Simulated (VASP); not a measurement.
# Sr (Fm-3m) in VASP: single point with PBE

Aim: the single point of Sr with PBE.

Everything below comes from runs of VASP 6.6.1. Logs are shortened: lines on timing, memory, paths and dates and some standing lists are left out, and cuts for length are marked.

### 1 The cell of the first run

Symmetry: Fm-3m, No. 225, cubic system. The conventional cell has a = 6.042 Å, b = 6.042 Å, c = 6.042 Å, α = 90.00°, β = 90.00°, γ = 90.00°. Within 5.6 Å of Sr (site symmetry m-3m) lie 12 Sr at 4.27 Å.

### 2 Single point, PBE

File INCAR:

```
ALGO     = Normal         # electronic algorithm
EDIFF    = 1E-6           # SCF threshold, eV
ENCUT    = 520            # plane-wave cutoff, eV
GGA      = PE             # functional
ISIF     = 2              # what is computed and relaxed
ISMEAR   = -1             # smearing method
LASPH    = True           # aspherical terms in the spheres
LCHARG   = False          # write CHGCAR
LREAL    = False          # projectors in reciprocal space
LWAVE    = False          # write WAVECAR
NBANDS   = 11             # bands
NELM     = 60             # most SCF steps
PREC     = Accurate       # precision mode
SIGMA    = 0.13605693000000002 # smearing width, eV
```

File KPOINTS:

```
k-points
0
Gamma
  10 10 10
```

File POSCAR:

```
Sr
1.0
    0.0000000000      3.0210555788      3.0210555788
    3.0210555788      0.0000000000      3.0210555788
    3.0210555788      3.0210555788      0.0000000000
Sr
1
Direct
    0.0000000000      0.0000000000      0.0000000000
```

Potentials or basis: VASP PAW PBE potentials, release 64 (Sr_sv).

Command:

```bash
cat potpaw_PBE.64/Sr_sv/POTCAR > POTCAR
mpirun -np 1 vasp_std > vasp.out
```

OUTCAR:

```text
EDIFF = 1E-6
   ENCUT = 520
   GGA = PE
   ISIF = 2
   ISMEAR = -1
   LASPH = True
   LREAL = False
   NELM = 60
   PREC = Accurate

 ion  position               nearest neighbor table
   1  0.000  0.000  0.000-

  LATTYP: Found a face centered cubic cell.
 ALAT       =     6.0421111576

  Lattice vectors:

 A1 = (   0.0000000000,   3.0210555788,   3.0210555788)
 A2 = (   3.0210555788,   0.0000000000,   3.0210555788)
 A3 = (   3.0210555788,   3.0210555788,   0.0000000000)

Analysis of symmetry for initial positions (statically):
=====================================================================
 Subroutine PRICEL returns:
 Original cell was already a primitive cell.

 Routine SETGRP: Setting up the symmetry group for a
 face centered cubic supercell.

 Subroutine GETGRP returns: Found 48 space group operations
 (whereof 48 operations were pure point group operations)
 out of a pool of 48 trial point group operations.

The static configuration has the point symmetry O_h .

Analysis of symmetry for dynamics (positions and initial velocities):
=====================================================================
 Subroutine PRICEL returns:
 Original cell was already a primitive cell.

 Routine SETGRP: Setting up the symmetry group for a
 face centered cubic supercell.

 Subroutine GETGRP returns: Found 48 space group operations
 (whereof 48 operations were pure point group operations)
 out of a pool of 48 trial point group operations.

The dynamic configuration has the point symmetry O_h .

 Subroutine INISYM returns: Found 48 space group operations
 (whereof 48 operations are pure point group operations),
 and found     1 'primitive' translations

----------------------------------------------------------------------------------------

                                     Primitive cell

  volume of cell :      55.1450

  direct lattice vectors                    reciprocal lattice vectors
     0.000000000  3.021055579  3.021055579    -0.165505065  0.165505065  0.165505065
     3.021055579  0.000000000  3.021055579     0.165505065 -0.165505065  0.165505065
     3.021055579  3.021055579  0.000000000     0.165505065  0.165505065 -0.165505065

  length of vectors
     4.272417772  4.272417772  4.272417772     0.286663182  0.286663182  0.286663182

  position of ions in fractional coordinates (direct lattice)
     0.000000000  0.000000000  0.000000000

  ion indices of the primitive-cell ions
   primitive index   ion index
                 1           1

[... 71 lines left out ...]
   EDIFF  = 0.1E-05   stopping-criterion for ELM
   LREAL  =      F    real-space projection
   EDIFFG = 0.1E-04   stopping-criterion for IOM
   NSW    =      0    number of steps for IOM
   IBRION =     -1    ionic relax: 0-MD 1-quasi-New 2-CG
   NFREE  =      0    steps in history (QN), initial steepest desc. (CG)
   ISIF   =      2    stress and relaxation
   ISYM   =      2    0-nonsym 1-usesym 2-fastsym
   POTIM  = 0.5000    time-step for ionic-motion
   TEBEG  =    0.0;   TEEND  =   0.0 temperature during run
   PSTRESS=    0.0 pullay stress
   NELECT =      10.0000    total number of electrons
   NUPDOWN=      -1.0000    fix difference up-down
   EMIN   =  10.00;   EMAX   =-10.00  energy-range for DOS
   EFERMI =   0.00;   METHOD = LEGACY
   ISMEAR =    -1;   SIGMA  =   0.14  broadening in eV -4-tet -1-fermi 0-gaus
   EFERMI_NEDOS =   21; number of points for ismear=-14 and -15
   IALGO  =     38    algorithm
   IMIX   =      4    mixing-type and parameters
     AMIX     =   0.40;   BMIX     =  1.00
     AMIX_MAG =   1.60;   BMIX_MAG =  1.00
  volume/ion in A,a.u.               =      55.14       372.14
  Fermi-wavevector in a.u.,A,eV,Ry     =   0.926629  1.751076 11.682537  0.858642
  Thomas-Fermi vector in A             =   2.052612
   LORBIT       =      0    0 simple, 1 ext, 2 COOP (PROOUT), +10 PAW based schemes
   GGA     = PE    functional components
   LHFCALC =     F    Hartree Fock is set to
   AEXX    =    0.0000 exact exchange contribution
   IVDW    =     0    specifies the selected vdW correction
   LEPSILON=     F    determine dielectric tensor
   LRPA    =     F    only Hartree local field effects (RPA)
 non-spin polarized calculation
  energy-cutoff  :      520.00
  volume of cell :       55.14
 maximum number of plane-waves:      1524
   NGX = 15   NGY = 15   NGZ = 15

 number of electron      10.0000000 magnetization

 Free energy of the ion-electron system (eV)
  ---------------------------------------------------
  ext. energy  EPLUGINS =         0.00000000
  ---------------------------------------------------
  free energy    TOTEN  =        -1.67786195 eV

  energy without entropy =       -1.59910302  energy(sigma->0) =       -1.63848249

 E-fermi :   1.5370     XC(G=0):  -7.3415

 val. band max:        1.3035697410   @ k =  -0.4000   0.4000   0.0000
 cond. band min:       1.5430856713   @ k =  -0.3000   0.5000   0.2000
 fundamental gap:      0.2395159302
 Fermi energy:         1.5370446315

 k-point     1 :       0.0000    0.0000    0.0000
  band No.  band energies     occupation
      1     -35.0443      2.00000
      2     -16.9331      2.00000
      3     -16.9331      2.00000
      4     -16.9331      2.00000
      5      -2.0666      2.00000
      6       3.9171      0.00000
      7       3.9171      0.00000
      8       3.9171      0.00000
      9       5.3810      0.00000
     10       5.3810      0.00000
     11       8.6683      0.00000
[... 309 lines left out ...]
 k-point    24 :       0.4000    0.3000    0.0000
  band No.  band energies     occupation
      1     -35.0297      2.00000
      2     -17.0807      2.00000
      3     -16.9934      2.00000
      4     -16.9874      2.00000
      5       0.2030      1.99989
      6       2.2053      0.01461
      7       2.9146      0.00008
      8       5.0468      0.00000
      9       5.3914      0.00000
     10       6.3269      0.00000
     11       7.9700      0.00000

 [... further k-points ...]
[... 5 lines left out ...]
  --------------------------------------------------------------------------------------
  -------------------------------------------------------------------------------------
  Total        0.0048830      0.0048830      0.0048830      0.0000000      0.0000000      0.0000000
  in kB        0.1418699      0.1418699      0.1418699      0.0000000      0.0000000      0.0000000
  external PRESSURE =       0.1418699 kB  Pullay stress =       0.0000000 kB

 VOLUME and BASIS-vectors are now :
 -----------------------------------------------------------------------------
  energy-cutoff  :      520.00
  volume of cell :       55.14
      direct lattice vectors                 reciprocal lattice vectors
     0.000000000  3.021055579  3.021055579    -0.165505065  0.165505065  0.165505065
     3.021055579  0.000000000  3.021055579     0.165505065 -0.165505065  0.165505065
     3.021055579  3.021055579  0.000000000     0.165505065  0.165505065 -0.165505065

 POSITION                                       TOTAL-FORCE (eV/Angst)
 -----------------------------------------------------------------------------------
      0.00000      0.00000      0.00000        -0.000000     -0.000000     -0.000000
 -----------------------------------------------------------------------------------
    total drift:                                0.000000      0.000000      0.000000

  FREE ENERGIE OF THE ION-ELECTRON SYSTEM (eV)
  ---------------------------------------------------
  free  energy   TOTEN  =        -1.6778619519 eV

  energy  without entropy=       -1.5991030237  energy(sigma->0) =       -1.63848249
```

OSZICAR:

```text
N       E                     dE             d eps       ncg     rms          rms(c)
DAV:   1     0.372712475169E+02    0.37271E+02   -0.47321E+03  1034   0.781E+02
DAV:   2     0.129373978122E+00   -0.37142E+02   -0.36457E+02  1209   0.153E+02
DAV:   3    -0.161486135938E+01   -0.17442E+01   -0.17239E+01  1605   0.241E+01
DAV:   4    -0.167338640749E+01   -0.58525E-01   -0.58445E-01  1299   0.443E+00
DAV:   5    -0.167584903738E+01   -0.24626E-02   -0.24624E-02  1509   0.608E-01    0.114E+01
DAV:   6    -0.167699145376E+01   -0.11424E-02   -0.67579E-03  1218   0.936E-01    0.645E+00
DAV:   7    -0.167784374583E+01   -0.85229E-03   -0.11672E-02  1115   0.122E+00    0.292E-01
DAV:   8    -0.167782987115E+01    0.13875E-04   -0.13440E-03  1556   0.217E-01    0.709E-02
DAV:   9    -0.167785096321E+01   -0.21092E-04   -0.23728E-05  1265   0.371E-02    0.278E-02
DAV:  10    -0.167786248789E+01   -0.11525E-04   -0.52632E-06  1229   0.188E-02    0.466E-03
DAV:  11    -0.167786195187E+01    0.53602E-06   -0.28541E-07   732   0.445E-03
   1 F= -.16778620E+01 E0= -.16384825E+01  d E =-.787589E-01
```

It took 11 s on 1 thread of Intel Xeon Platinum 8488C (Sapphire Rapids), shared host; peak memory 0.17 GiB.

What came out:

| Property | Result |
| --- | --- |
| Free energy | -1.6779 eV |
| Pressure | 0.0 GPa |
| Band gap on the k mesh | zero (band 5 reaches 1.62 eV, above the bottom of band 6 at 1.57 eV) |

Levels at points of the mesh, in eV from the Fermi level:
```csv
k point,band 1,band 2,band 3,band 4,band 5,band 6,band 7,band 8,band 9,band 10
"(0.00, 0.00, 0.00)",-36.58,-18.47,-18.47,-18.47,-3.60,2.38,2.38,2.38,3.84,3.84
"(0.50, 0.00, 0.00)",-36.57,-18.66,-18.50,-18.50,-1.08,0.10,2.22,2.22,4.88,4.88
"(0.50, 0.50, 0.00)",-36.56,-18.65,-18.54,-18.54,-0.60,0.39,1.09,4.89,5.18,5.19
```
